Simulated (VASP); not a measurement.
Set up this calculation in VASP 6.6.1, as the native input.

- Task: single point
- Functional: PBE
- Potentials or basis: VASP PAW PBE potentials, release 64 (Te, W_sv)
- Cutoff: 520 eV
- k mesh: 7 × 7 × 7
- Occupations: fermi-dirac, width 0.05 eV
- Spin: no spin polarisation
- Dipole correction: no
- Further INCAR settings: ALGO = Normal; EDIFF = 1e-06; NBANDS = 24

The structure of TeW2 lies in POSCAR:

```
TeW2
1.0
    0.0000000000      3.1913321880      3.1913321880
    3.1913321880      0.0000000000      3.1913321880
    3.1913321880      3.1913321880      0.0000000000
Te W
1 2
Direct
    0.0000000000      0.0000000000      0.0000000000
    0.2500000000      0.2500000000      0.2500000000
    0.7500000000      0.7500000000      0.7500000000
```

The input as run:

INCAR

```
PREC = Accurate ; ENCUT = 520
EDIFF = 1E-6 ; ISMEAR = -1
SIGMA = 0.05 ; LREAL = False
LASPH = True ; NELM = 60
ALGO = Normal ; ISIF = 2
LWAVE = False ; LCHARG = False
GGA = PE ; NBANDS = 24
```

KPOINTS

```
Automatic mesh
0
Gamma
  7 7 7
```

Potentials or basis: VASP PAW PBE potentials, release 64 (Te, W_sv).

Run with:

```sh
$ cat potpaw_PBE.64/Te/POTCAR potpaw_PBE.64/W_sv/POTCAR > POTCAR
$ mpirun -np 1 vasp_std > vasp.out
```

It gave:

```json
{"Pressure": "-9.2 GPa", "Band gap on the k mesh": "zero (bands 17 and 18 overlap by 1.76 eV)"}
```

Caveat: the cell stands under tension; spin-orbit coupling is left out, which moves the levels of the heavy elements.

Wall time 18 s on 1 thread of Intel(R) Xeon(R) 6975P-C (Granite Rapids) (shared host), peak memory 0.2 GiB.
